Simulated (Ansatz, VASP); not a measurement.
## Two plane-wave programs on CdS

```
Cd S
1.0
     4.16884    0.00000    0.00000
    -2.08442    3.61032    0.00000
     0.00000    0.00000    6.77962
Cd S
2 2
Direct
  0.66667 0.33333 0.50022
  0.33333 0.66667 0.00022
  0.66667 0.33333 0.87678
  0.33333 0.66667 0.37678
```

Alike in both runs: task single point; functional PBE; k mesh 6 × 6 × 4; occupations gaussian, width 0.1 eV; no spin polarisation.

|  | VASP | Ansatz |
| --- | --- | --- |
| version | VASP 6.6.1 | Ansatz 0.2.0 |
| potentials or method | VASP PAW PBE potentials, release 64 (Cd, S), cutoff 520 eV | scalar-relativistic, plane waves, PAW |
| valence electrons in the cell | 36 | 52 |

|  | VASP | Ansatz | Ansatz less VASP |
| --- | --- | --- | --- |
| gap on the k mesh at the Fermi level (eV) | 1.16 | 1.16 | -0.002 |
| least direct gap on the mesh (eV) | 1.16 | 1.16 | -0.002 |
| pressure (GPa) | 1.5 | 1.1 | -0.32 |

The functional is the same, so the differences come from potentials, cutoffs and numerics. VASP's potentials hold 36 valence electrons a cell and Ansatz's 52, so a difference there can come from the potentials and not from the codes.
